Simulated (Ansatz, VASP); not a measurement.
Two plane-wave programs on Ga2O3

```xyz
5
Lattice="2.9909 0.0000 0.0000 -1.4955 2.5902 0.0000 0.0000 0.0000 6.8458" Properties=species:S:1:pos:R:3 pbc="T T T"
Ga    0.0000    1.7268    1.3960
Ga    1.4955    0.8634    5.4498
O     0.0000    0.0000    0.0000
O     0.0000    1.7268    4.7346
O     1.4955    0.8634    2.1113
```

Alike in both runs: task single point; functional PBE; k mesh 12 × 12 × 4; non-collinear spin, spin-orbit coupling.

|  | VASP | Ansatz |
| --- | --- | --- |
| version | VASP 6.6.1 | Ansatz 0.2.0 |
| potentials or method | VASP PAW PBE potentials, release 64 (Ga_d, O) | plane waves, PAW |
| plane-wave cutoff (eV) | 520 | 420 |
| occupations | gaussian, width 0.01 eV | fixed |
| valence electrons in the cell | 44 | 44 |

```tsv
	VASP	Ansatz	Ansatz less VASP
pressure (GPa)	9.0	8.3	-0.78
traceless stress, the component that is largest in VASP (GPa)	-2.15	-1.74	+0.413
rms of the force components (eV/Å)	0.185	0.184	-0.0017
```

Atom by atom the forces differ by 0.015 eV/Å (rms over components).
